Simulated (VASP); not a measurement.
Crystal: NaCl.

```
CELL_PARAMETERS angstrom
0.00000 2.83175 2.83175
2.83175 0.00000 2.83175
2.83175 2.83175 0.00000
ATOMIC_POSITIONS crystal
Na 0.00000 0.00000 0.00000
Cl 0.50000 0.50000 0.50000
```

Base run:

| Quantity | Value |
| --- | --- |
| Program | VASP 6.6.1 |
| Functional | PBEsol |
| Potentials or basis | VASP PAW PBE potentials, release 64 (Na_pv, Cl) |
| Cutoff | 400 eV |
| k mesh | 8 × 8 × 8 |
| Occupations | fermi-dirac, width 0.03 eV |
| Spin | no spin polarisation |

Its results: band gap on the k mesh 4.89 eV; pressure -0.9 GPa.

Task: After a change of settings the same cell gave: band gap on the k mesh 5.87 eV; pressure -1.2 GPa. Which change was it?
A. functional from PBEsol to LDA; potentials or basis from VASP PAW PBE potentials, release 64 (Na_pv, Cl) to VASP PAW LDA potentials, release 64 (Na_pv, Cl)
B. functional from PBEsol to r2SCAN; cutoff from 400 eV to 440 eV
C. cutoff from 400 eV to 500 eV; further incar settings from ALGO = Normal; EDIFF = 1e-08; NBANDS = 14 to ALGO = Normal; EDIFF = 1e-06; NBANDS = 14

Result: B.

Caveats: the PAW data sets were made with another functional, which shifts forces and pressure a little.
